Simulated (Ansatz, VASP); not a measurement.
PbF2: VASP beside Ansatz

```
CELL_PARAMETERS angstrom
0.00000 2.96985 3.02925
2.96985 0.00000 3.02925
2.96985 2.96985 0.00000
ATOMIC_POSITIONS crystal
Pb 0.00000 0.00000 0.00000
F 0.25000 0.25000 0.25000
F 0.75000 0.75000 0.75000
```

Change from the starting cell: zz strain of +2 %, PAW files.

Alike in both runs: task electric field gradients; functional LDA; k mesh 7 × 7 × 7; occupations fermi-dirac, width 0.03 eV; no spin polarisation.

|  | VASP | Ansatz |
| --- | --- | --- |
| version | VASP 6.6.1 | Ansatz 0.2.0 |
| potentials or method | VASP PAW LDA potentials, release 64 (Pb_d, F) | PAW with Ansatz's default frozen-core files, scalar-relativistic |
| plane-wave cutoff (eV) | 520 | 420 |
| valence electrons in the cell | 28 | 28 |

```csv
,VASP,Ansatz,Ansatz less VASP
gap on the k mesh at the Fermi level (eV),4.21,4.25,+0.039
pressure (GPa),-6.1,-6.1,+0.02
"traceless stress, the component that is largest in VASP (GPa)",-0.75,-0.75,-0.002
size of Vzz on the site where it differs most (V/Å²),7.2,10.8,+3.63
```

LDA's correlation is that of Perdew and Zunger in VASP and of Perdew and Wang (1992) in Ansatz.

Spin-orbit coupling is off throughout.
